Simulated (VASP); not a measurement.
# CaF2 (Fluorite) (Fm-3m) in VASP: a series of runs

Runs on CaF2 (Fluorite). Level: PBE. Tasks: single point.

All numbers are computed with VASP 6.6.1; they aren't measurements. Logs are shortened: lines on timing, memory, paths and dates and some standing lists are left out, and cuts for length are marked.

## (1) The cell of the first run

The structure is cubic, space group Fm-3m (No. 225). The conventional cell has a = 5.407 Å, b = 5.407 Å, c = 5.407 Å, α = 90.00°, β = 90.00°, γ = 90.00°. Ca (site symmetry m-3m) has 8 F at 2.34 Å within 3.1 Å. Within 3.1 Å of F (site symmetry -43m) lie 4 Ca at 2.34 Å and 6 F at 2.70 Å.

## (2) Single point, PBE

Input file INCAR:

```
ALGO = Normal
EDIFF = 1E-6
ENCUT = 600
GGA = PE
GGA_COMPAT = False
ISIF = 2
ISMEAR = 0
LASPH = True
LCHARG = True
LELF = True
LREAL = False
LVHAR = True
LWAVE = False
NBANDS = 19
NELM = 120
PREC = Accurate
SIGMA = 0.01
```

Input file KPOINTS:

```
k-points
0
Gamma
  6 6 6
```

Input file POSCAR:

```
CaF2
1.0
    0.0000000000      2.7034122552      2.7034122552
    2.7034122552      0.0000000000      2.7034122552
    2.7034122552      2.7034122552      0.0000000000
Ca F
1 2
Direct
    0.0000000000      0.0000000000      0.0000000000
    0.2500000000      0.2500000000      0.2500000000
    0.7500000000      0.7500000000      0.7500000000
```

Potentials or basis: VASP PAW PBE potentials, release 64 (Ca_sv, F).

The run is started by

```bash
> cat potpaw_PBE.64/Ca_sv/POTCAR potpaw_PBE.64/F/POTCAR > POTCAR
> mpirun -np 1 vasp_std > vasp.out
```

OUTCAR:

```text
EDIFF = 1E-6
   ENCUT = 600
   GGA = PE
   ISIF = 2
   ISMEAR = 0
   LASPH = True
   LREAL = False
   NELM = 120
   PREC = Accurate

 ion  position               nearest neighbor table
   1  0.000  0.000  0.000-   3 2.34   3 2.34   3 2.34   2 2.34   3 2.34   2 2.34   2 2.34   2 2.34

   2  0.250  0.250  0.250-   1 2.34   1 2.34   1 2.34   1 2.34
   3  0.750  0.750  0.750-   1 2.34   1 2.34   1 2.34   1 2.34

  LATTYP: Found a face centered cubic cell.
 ALAT       =     5.4068245104

  Lattice vectors:

 A1 = (   0.0000000000,   2.7034122552,   2.7034122552)
 A2 = (   2.7034122552,   0.0000000000,   2.7034122552)
 A3 = (   2.7034122552,   2.7034122552,   0.0000000000)

Analysis of symmetry for initial positions (statically):
=====================================================================
 Subroutine PRICEL returns:
 Original cell was already a primitive cell.

 Routine SETGRP: Setting up the symmetry group for a
 face centered cubic supercell.

 Subroutine GETGRP returns: Found 48 space group operations
[... 9 lines left out ...]

 Routine SETGRP: Setting up the symmetry group for a
 face centered cubic supercell.

 Subroutine GETGRP returns: Found 48 space group operations
[... 11 lines left out ...]
                                     Primitive cell

  volume of cell :      39.5154

  direct lattice vectors                    reciprocal lattice vectors
     0.000000000  2.703412255  2.703412255    -0.184951444  0.184951444  0.184951444
     2.703412255  0.000000000  2.703412255     0.184951444 -0.184951444  0.184951444
     2.703412255  2.703412255  0.000000000     0.184951444  0.184951444 -0.184951444

  length of vectors
     3.823202276  3.823202276  3.823202276     0.320345298  0.320345298  0.320345298

  position of ions in fractional coordinates (direct lattice)
     0.000000000  0.000000000  0.000000000
     0.250000000  0.250000000  0.250000000
     0.750000000  0.750000000  0.750000000

  ion indices of the primitive-cell ions
   primitive index   ion index
                 1           1
                 2           2
                 3           3

----------------------------------------------------------------------------------------
[... 53 lines left out ...]
   ISTART =      0    job   : 0-new  1-cont  2-samecut
   ICHARG =      2    charge: 1-file 2-atom 10-const
   ISPIN  =      1    spin polarized calculation?
   LNONCOLLINEAR =      F non collinear calculations
   LSORBIT =      F    spin-orbit coupling
   LASPH  =      T    aspherical Exc in radial PAW
   ENCUT  =  600.0 eV  44.10 Ry    6.64 a.u.   7.64  7.64  7.64*2*pi/ulx,y,z
   NELM   =    120;   NELMIN=  2; NELMDL= -5     # of ELM steps
   EDIFF  = 0.1E-05   stopping-criterion for ELM
   LREAL  =      F    real-space projection
   EDIFFG = 0.1E-04   stopping-criterion for IOM
   NSW    =      0    number of steps for IOM
   IBRION =     -1    ionic relax: 0-MD 1-quasi-New 2-CG
   NFREE  =      0    steps in history (QN), initial steepest desc. (CG)
   ISIF   =      2    stress and relaxation
   ISYM   =      2    0-nonsym 1-usesym 2-fastsym
   POTIM  = 0.5000    time-step for ionic-motion
   TEBEG  =    0.0;   TEEND  =   0.0 temperature during run
   PSTRESS=    0.0 pullay stress
   NELECT =      24.0000    total number of electrons
   NUPDOWN=      -1.0000    fix difference up-down
   EMIN   =  10.00;   EMAX   =-10.00  energy-range for DOS
   EFERMI =   0.00;   METHOD = LEGACY
   ISMEAR =     0;   SIGMA  =   0.01  broadening in eV -4-tet -1-fermi 0-gaus
   EFERMI_NEDOS =   21; number of points for ismear=-14 and -15
   IALGO  =     38    algorithm
   IMIX   =      4    mixing-type and parameters
     AMIX     =   0.40;   BMIX     =  1.00
     AMIX_MAG =   1.60;   BMIX_MAG =  1.00
  volume/ion in A,a.u.               =      13.17        88.89
  Fermi-wavevector in a.u.,A,eV,Ry     =   1.386403  2.619923 26.151956  1.922115
  Thomas-Fermi vector in A             =   2.510722
   LORBIT       =      0    0 simple, 1 ext, 2 COOP (PROOUT), +10 PAW based schemes
   GGA     = PE    functional components
   LHFCALC =     F    Hartree Fock is set to
   AEXX    =    0.0000 exact exchange contribution
   IVDW    =     0    specifies the selected vdW correction
   LEPSILON=     F    determine dielectric tensor
   LRPA    =     F    only Hartree local field effects (RPA)
 non-spin polarized calculation
 Gauss-broadening in eV      SIGMA  =   0.01
  energy-cutoff  :      600.00
  volume of cell :       39.52
 maximum number of plane-waves:      1363
 NGX is ok and might be reduce to    32
   NGX = 15   NGY = 15   NGZ = 15

 number of electron      23.9999988 magnetization

 Free energy of the ion-electron system (eV)
  ---------------------------------------------------
  ext. energy  EPLUGINS =         0.00000000
  ---------------------------------------------------
  free energy    TOTEN  =       -17.30128140 eV

  energy without entropy =      -17.30128140  energy(sigma->0) =      -17.30128140

 E-fermi :  -0.7501     XC(G=0):  -9.7836

 val. band max:       -0.8053376245   @ k =   0.5000   0.5000   0.0000
 cond. band min:       6.6571421859   @ k =   0.0000   0.0000   0.0000
 fundamental gap:      7.4624798105
 Fermi energy:        -0.7500731864

 k-point     1 :       0.0000    0.0000    0.0000
  band No.  band energies     occupation
      1     -36.6840      2.00000
      2     -20.8163      2.00000
      3     -19.9973      2.00000
      4     -17.6229      2.00000
      5     -17.6229      2.00000
      6     -17.6229      2.00000
[... 329 lines left out ...]
      6     -17.0803      2.00000
[... 11 lines left out ...]
     18      13.9819      0.00000
     19      14.1146      0.00000

------------------------ aborting loop because EDIFF is reached ----------------------------------------

  FORCE on cell =-STRESS in cart. coord.  units (eV):
  Direction    XX          YY          ZZ          XY          YZ          ZX
  --------------------------------------------------------------------------------------
  -------------------------------------------------------------------------------------
  Total        1.3123659      1.3123659      1.3123659     -0.0000000      0.0000000     -0.0000000
  in kB       53.2106653     53.2106653     53.2106653     -0.0000000      0.0000000     -0.0000000
  external PRESSURE =      53.2106653 kB  Pullay stress =       0.0000000 kB

 VOLUME and BASIS-vectors are now :
 -----------------------------------------------------------------------------
  energy-cutoff  :      600.00
  volume of cell :       39.52
      direct lattice vectors                 reciprocal lattice vectors
     0.000000000  2.703412255  2.703412255    -0.184951444  0.184951444  0.184951444
     2.703412255  0.000000000  2.703412255     0.184951444 -0.184951444  0.184951444
     2.703412255  2.703412255  0.000000000     0.184951444  0.184951444 -0.184951444

 POSITION                                       TOTAL-FORCE (eV/Angst)
 -----------------------------------------------------------------------------------
      0.00000      0.00000      0.00000         0.000000      0.000000     -0.000000
      1.35171      1.35171      1.35171         0.000000      0.000000      0.000000
      4.05512      4.05512      4.05512        -0.000000     -0.000000     -0.000000
 -----------------------------------------------------------------------------------
    total drift:                                0.000000     -0.000000      0.000000

  FREE ENERGIE OF THE ION-ELECTRON SYSTEM (eV)
  ---------------------------------------------------
  free  energy   TOTEN  =       -17.3012814016 eV

  energy  without entropy=      -17.3012814016  energy(sigma->0) =      -17.30128140
```

OSZICAR:

```text
N       E                     dE             d eps       ncg     rms          rms(c)
DAV:   1     0.234014679791E+03    0.23401E+03   -0.14904E+04   608   0.145E+03
DAV:   2    -0.560519564320E+01   -0.23962E+03   -0.23151E+03   736   0.366E+02
DAV:   3    -0.181093586823E+02   -0.12504E+02   -0.12431E+02   689   0.891E+01
DAV:   4    -0.185928385838E+02   -0.48348E+00   -0.48235E+00   935   0.132E+01
DAV:   5    -0.185981674901E+02   -0.53289E-02   -0.53288E-02   686   0.151E+00    0.799E+00
DAV:   6    -0.172804309311E+02    0.13177E+01   -0.53844E+00   653   0.162E+01    0.296E+00
DAV:   7    -0.172794102339E+02    0.10207E-02   -0.12649E-01   712   0.344E+00    0.171E+00
DAV:   8    -0.172984662938E+02   -0.19056E-01   -0.40742E-02   657   0.220E+00    0.234E-01
DAV:   9    -0.173004685955E+02   -0.20023E-02   -0.78491E-03   704   0.685E-01    0.132E-01
DAV:  10    -0.173012619614E+02   -0.79337E-03   -0.18306E-03   637   0.337E-01    0.243E-02
DAV:  11    -0.173012822442E+02   -0.20283E-04   -0.16835E-04   717   0.102E-01    0.164E-02
DAV:  12    -0.173012811837E+02    0.10606E-05   -0.21182E-05   717   0.470E-02    0.253E-03
DAV:  13    -0.173012814016E+02   -0.21789E-06   -0.36854E-06   676   0.164E-02
   1 F= -.17301281E+02 E0= -.17301281E+02  d E =-.426631E-17
```

Wall time 12 s (1 thread of Intel Xeon 6975P-C, shared host); peak memory 0.18 GiB.

Results:

| Quantity | Value |
| --- | --- |
| Free energy | -17.3013 eV |
| Pressure | 5.3 GPa |
| Band gap on the k mesh | 7.46 eV, indirect (least direct gap 7.72 eV) |

## (3) Single point, PBE

This run uses another cell than the first one, of 13.99 Å³/atom, 1.062 times its volume.

Input file INCAR:

```
SYSTEM = CaF2
PREC = Accurate
ENCUT = 600
EDIFF = 1E-6
ISMEAR = 0
SIGMA = 0.01
LREAL = .FALSE.
LASPH = .TRUE.
NELM = 120
ALGO = Normal
ISIF = 2
LWAVE = .FALSE.
LCHARG = .FALSE.
GGA = PE
NBANDS = 19
GGA_COMPAT = .FALSE.
```

Input file KPOINTS:

```
Automatic mesh
0
G
  6 6 6
  0 0 0
```

Input file POSCAR:

```
CaF2
1.0
    0.0000000000      2.7580413626      2.7580413626
    2.7580413626      0.0000000000      2.7580413626
    2.7580413626      2.7580413626      0.0000000000
Ca F
1 2
Direct
    0.0000000000      0.0000000000      0.0000000000
    0.2500000000      0.2500000000      0.2500000000
    0.7500000000      0.7500000000      0.7500000000
```

Potentials or basis: VASP PAW PBE potentials, release 64 (Ca_sv, F).

The run is started by

```bash
> cat potpaw_PBE.64/Ca_sv/POTCAR potpaw_PBE.64/F/POTCAR > POTCAR
> mpirun -np 1 vasp_std > vasp.out
```

OUTCAR:

```text
SYSTEM = CaF2
   PREC = Accurate
   ENCUT = 600
   EDIFF = 1E-6
   ISMEAR = 0
   LREAL = .FALSE.
   LASPH = .TRUE.
   NELM = 120
   ISIF = 2
   GGA = PE

 ion  position               nearest neighbor table
   1  0.000  0.000  0.000-   3 2.39   3 2.39   3 2.39   2 2.39   3 2.39   2 2.39   2 2.39   2 2.39

   2  0.250  0.250  0.250-   1 2.39   1 2.39   1 2.39   1 2.39
   3  0.750  0.750  0.750-   1 2.39   1 2.39   1 2.39   1 2.39

  LATTYP: Found a face centered cubic cell.
 ALAT       =     5.5160827252

[... 533 lines left out ...]

  FORCE on cell =-STRESS in cart. coord.  units (eV):
  Direction    XX          YY          ZZ          XY          YZ          ZX
  --------------------------------------------------------------------------------------
  -------------------------------------------------------------------------------------
  Total       -0.0089931     -0.0089931     -0.0089931      0.0000000      0.0000000     -0.0000000
  in kB       -0.3433885     -0.3433885     -0.3433885      0.0000000      0.0000000     -0.0000000
  external PRESSURE =      -0.3433885 kB  Pullay stress =       0.0000000 kB

 VOLUME and BASIS-vectors are now :
 -----------------------------------------------------------------------------
  energy-cutoff  :      600.00
  volume of cell :       41.96
      direct lattice vectors                 reciprocal lattice vectors
     0.000000000  2.758041363  2.758041363    -0.181288072  0.181288072  0.181288072
     2.758041363  0.000000000  2.758041363     0.181288072 -0.181288072  0.181288072
     2.758041363  2.758041363  0.000000000     0.181288072  0.181288072 -0.181288072

 POSITION                                       TOTAL-FORCE (eV/Angst)
 -----------------------------------------------------------------------------------
      0.00000      0.00000      0.00000         0.000000      0.000000      0.000000
      1.37902      1.37902      1.37902        -0.000000     -0.000000     -0.000000
      4.13706      4.13706      4.13706         0.000000      0.000000      0.000000
 -----------------------------------------------------------------------------------
    total drift:                                0.000000     -0.000000      0.000000

  FREE ENERGIE OF THE ION-ELECTRON SYSTEM (eV)
  ---------------------------------------------------
  free  energy   TOTEN  =       -17.3449869158 eV

  energy  without entropy=      -17.3449869158  energy(sigma->0) =      -17.34498692
```

stdout:

```text
POSCAR found type information on POSCAR CaF
 POSCAR found :  2 types and       3 ions
 scaLAPACK will be used
 LDA part: xc-table for (Slater+PW92), standard interpolation
 POSCAR, INCAR and KPOINTS ok, starting setup
 FFT: planning ... GRIDC
 FFT: planning ... GRID_SOFT
 FFT: planning ... GRID
 WAVECAR not read
 entering main loop
```

Run time: 13 s. Hardware: 1 thread of Intel Xeon 6975P-C, shared host; peak memory 0.18 GiB.

What came out:

| Item | Value |
| --- | --- |
| Free energy | -17.3450 eV |
| Pressure | 0.0 GPa |
| Band gap on the k mesh | 7.11 eV, indirect (least direct gap 7.36 eV) |

A k mesh can miss the band edges.
